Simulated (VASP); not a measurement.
Write the native input for VASP 6.6.1 that does the following.

| Item | Value |
| --- | --- |
| Task | single point |
| Functional | r2SCAN |
| Potentials or basis | VASP PAW PBE potentials, release 64 (K_sv) |
| Cutoff | 520 eV |
| k mesh | 12 × 12 × 12 |
| Occupations | gaussian, width 0.1 eV |
| Spin | no spin polarisation |
| Dipole correction | no |
| Further INCAR settings | ALGO = Normal; EDIFF = 1e-07; NBANDS = 10 |

The system is K.

```
K
1.0
    -2.69575    2.69575    2.69575
     2.69575   -2.69575    2.69575
     2.69575    2.69575   -2.69575
K
1
Direct
  0.00000 0.00000 0.00000
```

One way to write it, as run:

POSCAR

```
K
1.0
   -2.6957459151      2.6957459151      2.6957459151
    2.6957459151     -2.6957459151      2.6957459151
    2.6957459151      2.6957459151     -2.6957459151
K
1
Direct
    0.0000000000      0.0000000000      0.0000000000
```

INCAR.step1

```
PREC = Accurate
ENCUT = 520
ISMEAR = 0
SIGMA = 0.1
LREAL = F
LASPH = T
NELM = 60
NBANDS = 10
GGA = PE
ALGO = Normal
EDIFF = 1E-4
LWAVE = T
LCHARG = F
```

INCAR.step2

```
PREC = Accurate
ENCUT = 520
EDIFF = 1E-7
ISMEAR = 0
SIGMA = 0.1
LREAL = F
LASPH = T
NELM = 60
ALGO = Normal
ISIF = 2
LWAVE = F
LCHARG = F
METAGGA = R2SCAN
LMIXTAU = T
NBANDS = 10
ISTART = 1
```

KPOINTS

```
regular mesh
0
Gamma
  12 12 12
```

Potentials or basis: VASP PAW PBE potentials, release 64 (K_sv).

The run is started by

```console
$ cat potpaw_PBE.64/K_sv/POTCAR > POTCAR
$ cp INCAR.step1 INCAR
$ mpirun -np 1 vasp_std > vasp.out
$ cp INCAR.step2 INCAR
$ mpirun -np 1 vasp_std > vasp.out
```

It gave:

```
Pressure               : -0.1 GPa
Band gap on the k mesh : zero (an odd number of electrons rules out a gap without spin polarisation)
```

Caveat: the PAW data sets were made with another functional, which shifts forces and pressure a little.

Wall time 75 s on 1 thread of Intel(R) Xeon(R) 6975P-C (Granite Rapids), with other jobs on the host, peak memory 0.23 GiB.
